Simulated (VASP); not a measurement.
Runs of VASP 6.6.1 on NaH. The structure is that of space group Fm-3m (No. 225), or close to it. The cells are those of the table. 

| level | cell | k mesh | smearing | gap on the mesh (eV) | pressure (GPa) |
| --- | --- | --- | --- | --- | --- |
| PBE | a = 3.560 Å, angles 60.0°, 2 atoms | 6 × 6 × 6 | gaussian 0.01 eV | (b) | (c) |
| PBE | a = 3.391 Å, angles 60.0°, 2 atoms | 10 × 10 × 10 | fermi-dirac 0.02 eV | 3.82 | 0.5 |
| PBE | a = 3.413 Å, angles 59.6°, 2 atoms | 6 × 6 × 6 | gaussian 0.01 eV | 3.77 | (a) |
| PBE | a = 3.391, b = 3.433, c = 3.433 Å, angles 59.2, 60.4, 60.4°, 2 atoms | 6 × 6 × 6 | gaussian 0.01 eV | 3.78 | 0.0 |
| r2SCAN | a = 3.391 Å, angles 60.0°, 2 atoms | 10 × 10 × 10 | gaussian 0.01 eV | 4.43 | -0.3 |

Alike in all rows: task single point; potentials or basis VASP PAW PBE potentials, release 64 (Na_pv, H); no spin polarisation; cutoff (eV) 520.

Question: Fill in the values left out.

Answer: (a) 0.3; (b) 3.60; (c) -2.3.

Caveats: the PAW data sets were made with another functional, which shifts forces and pressure a little (some runs).

A k mesh can miss the band edges.
